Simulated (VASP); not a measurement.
Set up this calculation in VASP 6.6.1, as the native input.

| Property | Result |
| --- | --- |
| Task | single point |
| Functional | PBE |
| Potentials or basis | VASP PAW PBE potentials, release 64 (Te, Sc_sv) |
| Cutoff | 520 eV |
| k mesh | 5 × 5 × 5 |
| Occupations | fermi-dirac, width 0.05 eV |
| Spin | no spin polarisation |
| Dipole correction | no |
| Further INCAR settings | ALGO = Fast; EDIFF = 1e-07; NBANDS = 49 |

The structure of Sc3Te lies in POSCAR:

```
Sc3Te
1.0
    6.4454162621      0.0000000000      0.0000000000
   -3.2227081311      5.5818942209      0.0000000000
    0.0000000000      0.0000000000      5.1715333740
Te Sc
2 6
Direct
    0.3333333333      0.6666666667      0.7500000000
    0.6666666667      0.3333333333      0.2500000000
    0.1671465050      0.3342930100      0.2500000000
    0.1671465050      0.8328534950      0.2500000000
    0.6657069900      0.8328534950      0.2500000000
    0.8328534950      0.6657069900      0.7500000000
    0.8328534950      0.1671465050      0.7500000000
    0.3342930100      0.1671465050      0.7500000000
```

The input as run:

INCAR

```
SYSTEM = Sc3Te
  PREC = Accurate
  ENCUT = 520
  EDIFF = 1E-7
  ISMEAR = -1
  SIGMA = 0.05
  LREAL = .False.
  LASPH = .True.
  NELM = 80
  ALGO = Fast
  ISIF = 2
  LWAVE = .False.
  LCHARG = .False.
  GGA = PE
  NBANDS = 49
```

KPOINTS

```
Automatic mesh
0
Gamma
  5 5 5
  0 0 0
```

Potentials or basis: VASP PAW PBE potentials, release 64 (Te, Sc_sv).

Command:

```sh
$ cat potpaw_PBE.64/Te/POTCAR potpaw_PBE.64/Sc_sv/POTCAR > POTCAR
$ mpirun -np 1 vasp_std > vasp.out
```

It gave:

```json
{"Pressure": "-2.0 GPa", "Largest force": "0.049 eV/Å", "Band gap on the k mesh": "zero (band 39 reaches 6.44 eV, above the bottom of band 40 at 5.80 eV)"}
```

Caveat: spin-orbit coupling is left out, which moves the levels of the heavy elements.

Run time: 3.2 min on 1 thread of Intel(R) Xeon(R) 6975P-C (Granite Rapids) (shared host), peak memory 0.35 GiB.
